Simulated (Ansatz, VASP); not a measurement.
Co in VASP and in Ansatz

Contents of INCAR:

```
SYSTEM = Co
  PREC = Accurate
  ENCUT = 520
  EDIFF = 1E-7
  ISMEAR = -1
  SIGMA = 0.05
  LREAL = .FALSE.
  LASPH = .TRUE.
  NELM = 150
  ALGO = Normal
  ISIF = 2
  LWAVE = .FALSE.
  LCHARG = .TRUE.
  ISPIN = 2
  MAGMOM = 2 2
  LORBIT = 11
  LMAXMIX = 4
  GGA = PE
  LELF = .TRUE.
  LVHAR = .TRUE.
  NBANDS = 20
```

KPOINTS

```
Automatic mesh
0
G
  10 10 6
  0 0 0
```

Contents of POSCAR:

```
Co
1.0
    2.4719999032      0.0000000000      0.0000000000
   -1.2359999516      2.1408147143      0.0000000000
    0.0000000000      0.0000000000      4.0211440800
Co
2
Direct
    0.6666666667      0.3333333333      0.7500000000
    0.3333333333      0.6666666667      0.2500000000
```

The input input.yaml:

```yaml
crystal:
  lattice:
    - [2.4719999032, 0.0, 0.0]
    - [-1.2359999516, 2.1408147143, 0.0]
    - [0.0, 0.0, 4.02114408]
  atoms:
    - { symbol: Co, position: [0.6666666667, 0.3333333333, 0.75], spin: 2.0 }
    - { symbol: Co, position: [0.3333333333, 0.6666666667, 0.25], spin: 2.0 }
hamiltonian:
  xc: pbe
  pseudopotentials: { kind: paw }
magnetization:
  spin_polarized: true
kpoints:
  mp_grid: { grid: [10, 10, 6] }
scf:
  occupations: { method: fermi_dirac, width: 0.05 }
output:
  forces: true
  stress: true
  eigenvalues: true
  write_density: true
  write_potential: true
  elf: true
  volumetric_format: npy
```

Alike in both runs: task single point; functional PBE; k mesh 10 × 10 × 6; occupations fermi-dirac, width 0.05 eV; collinear spin.

|  | VASP | Ansatz |
| --- | --- | --- |
| version | VASP 6.6.1 | Ansatz 0.2.0 |
| potentials or method | VASP PAW PBE potentials, release 64 (Co) | Ansatz PAW |
| plane-wave cutoff (eV) | 520 | 420 |
| valence electrons in the cell | 18 | 34 |

|  | VASP | Ansatz | Ansatz less VASP |
| --- | --- | --- | --- |
| gap on the k mesh at the Fermi level (eV) | none | none | - |
| pressure (GPa) | 4.6 | 5.5 | +0.85 |
| traceless stress, the component that is largest in VASP (GPa) | -1.62 | -1.57 | +0.050 |
| net moment per atom (μB) | 1.64 | 1.65 | +0.004 |
| size of the moment on the site where the two differ most (μB) | 1.66 | 1.72 | +0.061 |

Site moments also hang on the region over which each program counts them. A gap of «none» marks a metal or a gap that the smearing closes. VASP's potentials hold 18 valence electrons a cell and Ansatz's 34, so a difference there can come from the potentials and not from the codes.
